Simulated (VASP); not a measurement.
Wanted: the native input for a VASP 6.6.1 run.

```
Task                   : single point
Functional             : PBE
Potentials or basis    : VASP PAW PBE potentials, release 64 (Fe_sv, O)
Cutoff                 : 600 eV
k mesh                 : 3 × 3 × 3
Occupations            : gaussian, width 0.05 eV
Spin                   : collinear spin, antiferromagnetic start
Starting moments       : [5.0, -5.0, -5.0, 5.0, 0.0, 0.0, 0.0, 0.0, 0.0, 0.0] μB
Hubbard terms          : Fe d U = 4.0 eV
Dipole correction      : no
Further INCAR settings : ALGO = Normal; EDIFF = 1e-06; NBANDS = 65
```

The structure of Fe2O3 lies in POSCAR:

```
Fe2O3
1.0
    2.5847951742      1.4923321896      4.6467741412
   -2.5847951742      1.4923321896      4.6467741412
    0.0000000000     -2.9846643792      4.6467741412
Fe O
4 6
Direct
    0.3549336524      0.3549336524      0.3549336524
    0.1450663476      0.1450663476      0.1450663476
    0.6450663476      0.6450663476      0.6450663476
    0.8549336524      0.8549336524      0.8549336524
    0.5536335344      0.9463664656      0.2500000000
    0.2500000000      0.5536335344      0.9463664656
    0.9463664656      0.2500000000      0.5536335344
    0.4463664656      0.0536335344      0.7500000000
    0.7500000000      0.4463664656      0.0536335344
    0.0536335344      0.7500000000      0.4463664656
```

The input as run:

INCAR

```
SYSTEM = Fe2O3
  ALGO = Normal
  EDIFF = 1E-6
  ENCUT = 600
  GGA = PE
  GGA_COMPAT = .False.
  ISIF = 2
  ISMEAR = 0
  ISPIN = 2
  LASPH = .True.
  LCHARG = .True.
  LDAU = .True.
  LDAUJ = 0 0
  LDAUL = 2 -1
  LDAUPRINT = 1
  LDAUTYPE = 2
  LDAUU = 4 0
  LELF = .True.
  LMAXMIX = 4
  LORBIT = 11
  LREAL = .False.
  LVHAR = .True.
  LWAVE = .False.
  MAGMOM = 5 -5 -5 5 0 0 0 0 0 0
  NBANDS = 65
  NELM = 200
  PREC = Accurate
  SIGMA = 0.05
```

KPOINTS

```
k-points
0
Gamma
  3 3 3
  0 0 0
```

Potentials or basis: VASP PAW PBE potentials, release 64 (Fe_sv, O).

Run with:

```bash
$ cat potpaw_PBE.64/Fe_sv/POTCAR potpaw_PBE.64/O/POTCAR > POTCAR
$ mpirun -np 1 vasp_std > vasp.out
```

Results of the run:

```json
{
 "Pressure": "-6.1 GPa",
 "Largest force": "0.268 eV/Å",
 "Band gap on the k mesh": "1.76 eV (least direct gap 1.87 eV)",
 "Net moment": "0.00 μB per cell",
 "Site moments": "Fe +4.09, -4.09 (each value once); O +0.00 μB",
 "Valence electrons inside the program's atomic spheres": "Fe 13.37; O 5.02"
}
```

Caveat: the k points lie up to 0.49 Å⁻¹ apart; an odd mesh through Γ misses points on the zone boundary, where band edges can lie.

It took 2.5 min on 1 thread of Intel(R) Xeon(R) 6975P-C (Granite Rapids), with other jobs on the host, peak memory 0.42 GiB.
